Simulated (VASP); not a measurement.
# KBr (Fm-3m) in VASP: notebook

The runs below take KBr through single point, with LDA.

Program: VASP 6.6.1. These are calculated values, not measurements. Logs are shortened: lines on timing, memory, paths and dates and some standing lists are left out, and cuts for length are marked.

### Step 1. The cell of the first run

Symmetry: Fm-3m, No. 225, cubic system. The conventional cell has a = 6.600 Å, b = 6.600 Å, c = 6.600 Å, α = 90.00°, β = 90.00°, γ = 90.00°. Within 4.3 Å of K (site symmetry m-3m) lie 6 Br at 3.30 Å. Br (site symmetry m-3m) has 6 K at 3.30 Å within 4.3 Å.

### Step 2. Single point, LDA

File INCAR:

```
SYSTEM = KBr
PREC = Accurate ; ENCUT = 500
EDIFF = 1E-6 ; ISMEAR = 0
SIGMA = 0.01 ; LREAL = .False.
LASPH = .True. ; NELM = 120
ALGO = Normal ; ISIF = 2
LWAVE = .False. ; LCHARG = .True.
GGA = CA ; LELF = .True.
LVHAR = .True. ; NBANDS = 15
GGA_COMPAT = .False.
```

File KPOINTS:

```
Automatic mesh
0
Gamma
  5 5 5
  0 0 0
```

File POSCAR:

```
KBr
1.0
    0.0000000000      3.3000000000      3.3000000000
    3.3000000000      0.0000000000      3.3000000000
    3.3000000000      3.3000000000      0.0000000000
K Br
1 1
Direct
    0.0000000000      0.0000000000      0.0000000000
    0.5000000000      0.5000000000      0.5000000000
```

Potentials or basis: VASP PAW LDA potentials, release 64 (K_sv, Br).

Run with:

```sh
cat potpaw_LDA.64/K_sv/POTCAR potpaw_LDA.64/Br/POTCAR > POTCAR
mpirun -np 1 vasp_std > vasp.out
```

OUTCAR:

```text
SYSTEM = KBr
   PREC = Accurate
   ENCUT = 500
   EDIFF = 1E-6
   ISMEAR = 0
   LREAL = .False.
   LASPH = .True.
   NELM = 120
   ISIF = 2
   GGA = CA

 ion  position               nearest neighbor table
   1  0.000  0.000  0.000-   2 3.30   2 3.30   2 3.30   2 3.30   2 3.30   2 3.30
   2  0.500  0.500  0.500-   1 3.30   1 3.30   1 3.30   1 3.30   1 3.30   1 3.30

  LATTYP: Found a face centered cubic cell.
 ALAT       =     6.6000000000

  Lattice vectors:

 A1 = (   0.0000000000,   3.3000000000,   3.3000000000)
 A2 = (   3.3000000000,   0.0000000000,   3.3000000000)
 A3 = (   3.3000000000,   3.3000000000,   0.0000000000)

Analysis of symmetry for initial positions (statically):
=====================================================================
 Subroutine PRICEL returns:
 Original cell was already a primitive cell.

 Routine SETGRP: Setting up the symmetry group for a
 face centered cubic supercell.

 Subroutine GETGRP returns: Found 48 space group operations
 (whereof 48 operations were pure point group operations)
 out of a pool of 48 trial point group operations.

The static configuration has the point symmetry O_h .

Analysis of symmetry for dynamics (positions and initial velocities):
=====================================================================
 Subroutine PRICEL returns:
 Original cell was already a primitive cell.

 Routine SETGRP: Setting up the symmetry group for a
 face centered cubic supercell.

 Subroutine GETGRP returns: Found 48 space group operations
 (whereof 48 operations were pure point group operations)
 out of a pool of 48 trial point group operations.

The dynamic configuration has the point symmetry O_h .

 Subroutine INISYM returns: Found 48 space group operations
 (whereof 48 operations are pure point group operations),
 and found     1 'primitive' translations

----------------------------------------------------------------------------------------

                                     Primitive cell

  volume of cell :      71.8740

  direct lattice vectors                    reciprocal lattice vectors
     0.000000000  3.300000000  3.300000000    -0.151515152  0.151515152  0.151515152
     3.300000000  0.000000000  3.300000000     0.151515152 -0.151515152  0.151515152
     3.300000000  3.300000000  0.000000000     0.151515152  0.151515152 -0.151515152

  length of vectors
     4.666904756  4.666904756  4.666904756     0.262431941  0.262431941  0.262431941

  position of ions in fractional coordinates (direct lattice)
     0.000000000  0.000000000  0.000000000
     0.500000000  0.500000000  0.500000000

  ion indices of the primitive-cell ions
   primitive index   ion index
                 1           1
                 2           2

----------------------------------------------------------------------------------------

 KPOINTS: Automatic mesh

Automatic generation of k-mesh.
 Grid dimensions read from file:
 generate k-points for:    5    5    5

 Generating k-lattice:

  Cartesian coordinates                     Fractional coordinates (reciprocal lattice)
    -0.030303030  0.030303030  0.030303030     0.200000000  0.000000000  0.000000000
     0.030303030 -0.030303030  0.030303030     0.000000000  0.200000000  0.000000000
     0.030303030  0.030303030 -0.030303030     0.000000000  0.000000000  0.200000000

  Length of vectors
     0.052486388  0.052486388  0.052486388

  Shift w.r.t. Gamma in fractional coordinates (k-lattice)
     0.000000000  0.000000000  0.000000000

 Subroutine IBZKPT returns following result:
 ===========================================

 Found     10 irreducible k-points:

 Following reciprocal coordinates:
            Coordinates               Weight
  0.000000  0.000000  0.000000      1.000000
  0.200000  0.000000  0.000000      8.000000
  0.400000  0.000000  0.000000      8.000000
  0.200000  0.200000  0.000000      6.000000
  0.400000  0.200000  0.000000     24.000000
 -0.400000  0.200000  0.000000     24.000000
 -0.200000  0.200000  0.000000     12.000000
  0.400000  0.400000  0.000000      6.000000
 -0.400000  0.400000  0.000000     12.000000
 -0.400000  0.400000  0.200000     24.000000
   k-points           NKPTS =     10   k-points in BZ     NKDIM =     10   number of bands    NBANDS=     15
   number of dos      NEDOS =    301   number of ions     NIONS =      2
   total plane-waves  NPLWV =  46656
   dimension x,y,z NGX =    36 NGY =   36 NGZ =   36
   dimension x,y,z NGXF=    72 NGYF=   72 NGZF=   72
   ions per type =               1   1
   NGX,Y,Z   is equivalent  to a cutoff of  12.82, 12.82, 12.82 a.u.
   NGXF,Y,Z  is equivalent  to a cutoff of  25.65, 25.65, 25.65 a.u.
 SYSTEM =  KBr
   PREC   = accura    normal or accurate (medium, high low for compatibility)
   ISTART =      0    job   : 0-new  1-cont  2-samecut
   ICHARG =      2    charge: 1-file 2-atom 10-const
   ISPIN  =      1    spin polarized calculation?
   LNONCOLLINEAR =      F non collinear calculations
   LSORBIT =      F    spin-orbit coupling
   LASPH  =      T    aspherical Exc in radial PAW
   ENCUT  =  500.0 eV  36.75 Ry    6.06 a.u.   8.51  8.51  8.51*2*pi/ulx,y,z
   NELM   =    120;   NELMIN=  2; NELMDL= -5     # of ELM steps
   EDIFF  = 0.1E-05   stopping-criterion for ELM
   LREAL  =      F    real-space projection
   EDIFFG = 0.1E-04   stopping-criterion for IOM
   NSW    =      0    number of steps for IOM
   IBRION =     -1    ionic relax: 0-MD 1-quasi-New 2-CG
   NFREE  =      0    steps in history (QN), initial steepest desc. (CG)
   ISIF   =      2    stress and relaxation
   ISYM   =      2    0-nonsym 1-usesym 2-fastsym
   POTIM  = 0.5000    time-step for ionic-motion
   TEBEG  =    0.0;   TEEND  =   0.0 temperature during run
   PSTRESS=    0.0 pullay stress
   NELECT =      16.0000    total number of electrons
   NUPDOWN=      -1.0000    fix difference up-down
   EMIN   =  10.00;   EMAX   =-10.00  energy-range for DOS
   EFERMI =   0.00;   METHOD = LEGACY
   ISMEAR =     0;   SIGMA  =   0.01  broadening in eV -4-tet -1-fermi 0-gaus
   EFERMI_NEDOS =   21; number of points for ismear=-14 and -15
   IALGO  =     38    algorithm
   IMIX   =      4    mixing-type and parameters
     AMIX     =   0.40;   BMIX     =  1.00
     AMIX_MAG =   1.60;   BMIX_MAG =  1.00
  volume/ion in A,a.u.               =      35.94       242.51
  Fermi-wavevector in a.u.,A,eV,Ry     =   0.992181  1.874950 13.393889  0.984423
  Thomas-Fermi vector in A             =   2.123975
   LORBIT       =      0    0 simple, 1 ext, 2 COOP (PROOUT), +10 PAW based schemes
   GGA     = CA    functional components
   LHFCALC =     F    Hartree Fock is set to
   AEXX    =    0.0000 exact exchange contribution
   IVDW    =     0    specifies the selected vdW correction
   LEPSILON=     F    determine dielectric tensor
   LRPA    =     F    only Hartree local field effects (RPA)
 non-spin polarized calculation
 Gauss-broadening in eV      SIGMA  =   0.01
  energy-cutoff  :      500.00
  volume of cell :       71.87
 maximum number of plane-waves:      1849
 NGX is ok and might be reduce to    36
   NGX = 17   NGY = 17   NGZ = 17

 number of electron      15.9999997 magnetization

 Free energy of the ion-electron system (eV)
  ---------------------------------------------------
  ext. energy  EPLUGINS =         0.00000000
  ---------------------------------------------------
  free energy    TOTEN  =        -6.79724933 eV

  energy without entropy =       -6.79724933  energy(sigma->0) =       -6.79724933

 E-fermi :  -1.8507     XC(G=0):  -7.8862

 val. band max:       -1.9136769260   @ k =   0.0000   0.0000   0.0000
 cond. band min:       2.1243493789   @ k =   0.0000   0.0000   0.0000
 fundamental gap:      4.0380263048
 Fermi energy:        -1.8507399675

 k-point     1 :       0.0000    0.0000    0.0000
  band No.  band energies     occupation
      1     -29.3222      2.00000
      2     -14.2374      2.00000
      3     -13.0367      2.00000
      4     -13.0367      2.00000
      5     -13.0367      2.00000
      6      -1.9137      2.00000
      7      -1.9137      2.00000
      8      -1.9137      2.00000
      9       2.1243      0.00000
     10       5.4322      0.00000
     11       5.4322      0.00000
     12       5.4322      0.00000
     13       6.3056      0.00000
     14       6.3056      0.00000
     15       9.2779      0.00000

 k-point     2 :       0.2000    0.0000    0.0000
  band No.  band energies     occupation
      1     -29.3201      2.00000
      2     -14.2978      2.00000
      3     -13.0389      2.00000
      4     -13.0389      2.00000
      5     -12.9525      2.00000
      6      -2.4409      2.00000
      7      -2.0422      2.00000
      8      -2.0422      2.00000
      9       3.0455      0.00000
     10       5.2569      0.00000
     11       5.8977      0.00000
     12       5.8977      0.00000
     13       6.8166      0.00000
     14       6.8166      0.00000
     15      10.4004      0.00000

 k-point     3 :       0.4000    0.0000    0.0000
  band No.  band energies     occupation
      1     -29.3165      2.00000
      2     -14.3824      2.00000
      3     -13.0424      2.00000
      4     -13.0424      2.00000
      5     -12.8282      2.00000
      6      -3.0719      2.00000
      7      -2.2340      2.00000
      8      -2.2340      2.00000
      9       4.1938      0.00000
     10       5.7849      0.00000
     11       7.0838      0.00000
     12       7.0838      0.00000
     13       7.8833      0.00000
     14       7.8833      0.00000
     15       8.9186      0.00000
[... 91 lines left out ...]
 k-point     9 :      -0.4000    0.4000    0.0000
  band No.  band energies     occupation
      1     -29.3141      2.00000
      2     -14.2012      2.00000
      3     -13.1250      2.00000
      4     -13.0678      2.00000
      5     -13.0046      2.00000
      6      -2.6888      2.00000
      7      -2.4829      2.00000
      8      -2.2469      2.00000
      9       4.1434      0.00000
     10       5.6012      0.00000
     11       6.4982      0.00000
     12       7.1696      0.00000
     13       7.6816      0.00000
     14       8.2855      0.00000
     15       9.2318      0.00000

 k-point    10 :      -0.4000    0.4000    0.2000
  band No.  band energies     occupation
      1     -29.3145      2.00000
      2     -14.2528      2.00000
      3     -13.0923      2.00000
      4     -13.0847      2.00000
      5     -12.9430      2.00000
      6      -2.7520      2.00000
      7      -2.4145      2.00000
      8      -2.3554      2.00000
      9       4.7588      0.00000
     10       5.3309      0.00000
     11       6.1958      0.00000
     12       7.2537      0.00000
     13       8.1184      0.00000
     14       8.2041      0.00000
     15       9.0569      0.00000

------------------------ aborting loop because EDIFF is reached ----------------------------------------

  FORCE on cell =-STRESS in cart. coord.  units (eV):
  Direction    XX          YY          ZZ          XY          YZ          ZX
  --------------------------------------------------------------------------------------
  -------------------------------------------------------------------------------------
  Total       -0.7197754     -0.7197754     -0.7197754      0.0000000      0.0000000      0.0000000
  in kB      -16.0448528    -16.0448528    -16.0448528      0.0000000      0.0000000      0.0000000
  external PRESSURE =     -16.0448528 kB  Pullay stress =       0.0000000 kB

 VOLUME and BASIS-vectors are now :
 -----------------------------------------------------------------------------
  energy-cutoff  :      500.00
  volume of cell :       71.87
      direct lattice vectors                 reciprocal lattice vectors
     0.000000000  3.300000000  3.300000000    -0.151515152  0.151515152  0.151515152
     3.300000000  0.000000000  3.300000000     0.151515152 -0.151515152  0.151515152
     3.300000000  3.300000000  0.000000000     0.151515152  0.151515152 -0.151515152

 POSITION                                       TOTAL-FORCE (eV/Angst)
 -----------------------------------------------------------------------------------
      0.00000      0.00000      0.00000         0.000000      0.000000      0.000000
      3.30000      3.30000      3.30000        -0.000000     -0.000000     -0.000000
 -----------------------------------------------------------------------------------
    total drift:                                0.000000      0.000000      0.000000

  FREE ENERGIE OF THE ION-ELECTRON SYSTEM (eV)
  ---------------------------------------------------
  free  energy   TOTEN  =        -6.7972493269 eV

  energy  without entropy=       -6.7972493269  energy(sigma->0) =       -6.79724933
```

Wall time 11 s (1 thread of AMD EPYC 9R14 (Zen 4), shared host); peak memory 0.14 GiB.

What came out:

```
Free energy            : -6.7972 eV
Pressure               : -1.6 GPa
Band gap on the k mesh : 4.04 eV
```

(Part 1 of 2 ends here.)
